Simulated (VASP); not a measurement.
MgCdS2: elastic constants with PBEsol

Crystal: MgCdS2.

```
Mg Cd S
1.0
     3.80768    0.00000    0.00000
     0.00000    3.80768    0.00000
     0.00000    0.00000    5.38570
Mg Cd S
1 1 2
Direct
  0.50000 0.50000 0.50000
  0.00000 0.00000 0.00000
  0.00000 0.00000 0.50000
  0.50000 0.50000 0.00000
```

| Quantity | Value |
| --- | --- |
| Program | VASP 6.6.1 |
| Task | elastic constants |
| Functional | PBEsol |
| Potentials or basis | VASP PAW PBE potentials, release 64 (Mg, Cd, S) |
| Cutoff | 600 eV |
| k mesh | 5 × 5 × 3 |
| Occupations | gaussian, width 0.01 eV |
| Spin | no spin polarisation |
| Dipole correction | no |
| Ions in elastic constants | relaxed |
| Further INCAR settings | ALGO = Normal; EDIFF = 1e-08; NBANDS = 21; IBRION = 6; POTIM = 0.015; NSW = 1; ISIF = 3 |

* Elastic constants C11, C12, C44: 126, 42, 40 GPa
* Voigt bulk modulus: 72 GPa
* Highest phonon frequency at Γ, LO-TO splitting left out: 250 cm⁻¹

Phonon frequencies in cm⁻¹ (negative: imaginary):
```csv
q point,frequencies
"(0.000, 0.000, 0.000)",0 0 0 75 75 106 157 157 160 201 201 250
```

Elastic tensor in Voigt notation (GPa, in the Cartesian axes of the cell as first typed):
```
126  42  47   0   0   0
 42 126  47   0   0   0
 47  47 123   0   0   0
  0   0   0  40   0   0
  0   0   0   0  40   0
  0   0   0   0   0  37
```

Clamped-ion elastic tensor (GPa):
```
126  42  47   0   0   0
 42 126  47   0   0   0
 47  47 123   0   0   0
  0   0   0  40   0   0
  0   0   0   0  40   0
  0   0   0   0   0  37
```

Wall time 12 min on 1 thread of Intel(R) Xeon(R) Platinum 8259CL CPU @ 2.50GHz (Skylake/Cascade Lake), on a shared host, peak memory 0.26 GiB.

Caveat: the k points lie up to 0.39 Å⁻¹ apart; the cell is under stress, which shifts elastic constants; the PAW data sets were made with another functional, which shifts forces and pressure a little.
